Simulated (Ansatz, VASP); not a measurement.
**GaAs: VASP beside Ansatz**

The input POSCAR:

```
GaAs
1.0
    0.0000000000      2.8897467974      2.8897467974
    2.8897467974      0.0000000000      2.8897467974
    2.8897467974      2.8897467974      0.0000000000
Ga As
1 1
Direct
    0.0000000000      0.0000000000      0.0000000000
    0.2500000000      0.2500000000      0.2500000000
```

INCAR.step1

```
PREC = Accurate
ENCUT = 520
ISMEAR = -1
SIGMA = 0.02
LREAL = False
LASPH = True
NELM = 80
NBANDS = 16
GGA = PE
ALGO = Normal
EDIFF = 1E-4
LWAVE = True
LCHARG = False
```

Contents of INCAR.step2:

```
PREC = Accurate
ENCUT = 520
EDIFF = 1E-6
ISMEAR = -1
SIGMA = 0.02
LREAL = False
LASPH = True
NELM = 80
ALGO = Normal
ISIF = 2
LWAVE = False
LCHARG = True
METAGGA = R2SCAN
LMIXTAU = True
LELF = True
LVHAR = True
NBANDS = 16
ISTART = 1
```

Contents of KPOINTS:

```
regular mesh
0
Gamma
  8 8 8
```

Input for Ansatz:

```yaml
crystal:
  lattice:
    - [0.0, 2.8897467974, 2.8897467974]
    - [2.8897467974, 0.0, 2.8897467974]
    - [2.8897467974, 2.8897467974, 0.0]
  atoms:
    - { symbol: Ga, position: [0.0, 0.0, 0.0] }
    - { symbol: As, position: [0.25, 0.25, 0.25] }
kpoints:
  mp_grid: { grid: [8, 8, 8] }
  band_path:
    path:
      - [0.0, 0.0, 0.0]
      - [-0.5, -0.5, 0.0]
      - [-0.375, -0.375, 0.25]
      - [-0.375, 0.0, 0.375]
      - [0.0, 0.0, 0.5]
      - [-0.5, -0.25, 0.25]
    npoints: 1
hamiltonian:
  xc: r2scan
scf:
  occupations: { method: fermi_dirac, width: 0.02 }
  n_extra_bands: 4
output:
  forces: true
  stress: true
  eigenvalues: true
```

Change from the starting cell: hydrostatic strain +2.0%.

Alike in both runs: task single point; functional r2SCAN; k mesh 8 × 8 × 8; occupations fermi-dirac, width 0.02 eV; no spin polarisation.

|  | VASP | Ansatz |
| --- | --- | --- |
| version | VASP 6.6.1 | Ansatz 0.2.0 |
| potentials or method | VASP PAW PBE potentials, release 64 (Ga_d, As) | plane waves, PAW |
| plane-wave cutoff (eV) | 520 | 500 |
| valence electrons in the cell | 18 | 28 |

|  | VASP | Ansatz | Ansatz less VASP |
| --- | --- | --- | --- |
| pressure (GPa) | -3.7 | -3.7 | -0.07 |

VASP's potentials were made for PBE, not for r2SCAN. VASP's potentials hold 18 valence electrons a cell and Ansatz's 28, so a difference there can come from the potentials and not from the codes.
